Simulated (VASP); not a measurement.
Input of a VASP 6.6.1 run:

The input INCAR:

```
SYSTEM = Mn3AgC
PREC = Accurate
ENCUT = 520
EDIFF = 1E-6
ISMEAR = 0
SIGMA = 0.1
LREAL = .FALSE.
LASPH = .TRUE.
NELM = 150
ALGO = Normal
ISIF = 2
LWAVE = .FALSE.
LCHARG = .FALSE.
ISPIN = 2
MAGMOM = 0 0 4 4 4
LORBIT = 11
LMAXMIX = 4
GGA = PE
NBANDS = 39
```

The input KPOINTS:

```
Automatic mesh
0
G
  10 10 10
  0 0 0
```

POSCAR

```
Mn3AgC
1.0
    3.8466845552      0.0000000000      0.0000000000
    0.0000000000      3.8466845552      0.0000000000
    0.0000000000      0.0000000000      3.8466845552
Ag C Mn
1 1 3
Direct
    0.0000000000      0.0000000000      0.0000000000
    0.5000000000      0.5000000000      0.5000000000
    0.5000000000      0.5000000000      0.0000000000
    0.5000000000      0.0000000000      0.5000000000
    0.0000000000      0.5000000000      0.5000000000
```

Potentials or basis: VASP PAW PBE potentials, release 64 (Ag, C, Mn_pv).

Command:

```bash
$ cat potpaw_PBE.64/Ag/POTCAR potpaw_PBE.64/C/POTCAR potpaw_PBE.64/Mn_pv/POTCAR > POTCAR
$ mpirun -np 1 vasp_std > vasp.out
```

What does it give for the site moments?

Ag +0.08; C -0.18; Mn +2.64 μB.

Estimate the net moment.

7.90 μB per cell.

Predict the pressure.

17.3 GPa.

Caveat: the cell stands under pressure.
